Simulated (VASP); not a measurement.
The system is La.

```
La
1.0
     0.00000    2.65465    2.65465
     2.65465    0.00000    2.65465
     2.65465    2.65465    0.00000
La
1
Cartesian
  0.0000 0.0000 0.0000
```

This isn't the form of La at room conditions, which is double hcp.

- Program: VASP 6.6.1
- Task: relaxation of cell and atoms
- Functional: revPBE
- Potentials or basis: VASP PAW PBE potentials, release 64 (La)
- Cutoff: 600 eV
- k mesh: 10 × 10 × 10
- Occupations: fermi-dirac, width 0.1 eV
- Spin: no spin polarisation

At the start: pressure 0.9 GPa; volume 37.42 Å³/atom.

Question: How do energy, volume and symmetry change on relaxing?

Answer: Over 3 steps the energy falls by 3.6 meV/atom and the volume is 38.76 Å³/atom (+3.6 %); space group Fm-3m (No. 225, to 0.1 Å) before and after.

Step by step:
```tsv
step	energy change (eV)	largest force (eV/Å)	pressure (GPa)	volume (Å³)
1	0.0000	0.0000	0.90	37.42
2	-0.0036	0.0000	0.12	38.57
3	-0.0036	0.0000	-0.01	38.76
```

Final structure:
```
La
1.0
     0.00000    2.68617    2.68617
     2.68617    0.00000    2.68617
     2.68617    2.68617    0.00000
La
1
Cartesian
  0.0000 0.0000 0.0000
```

Caveat: the PAW data sets were made with another functional, which shifts forces and pressure a little.
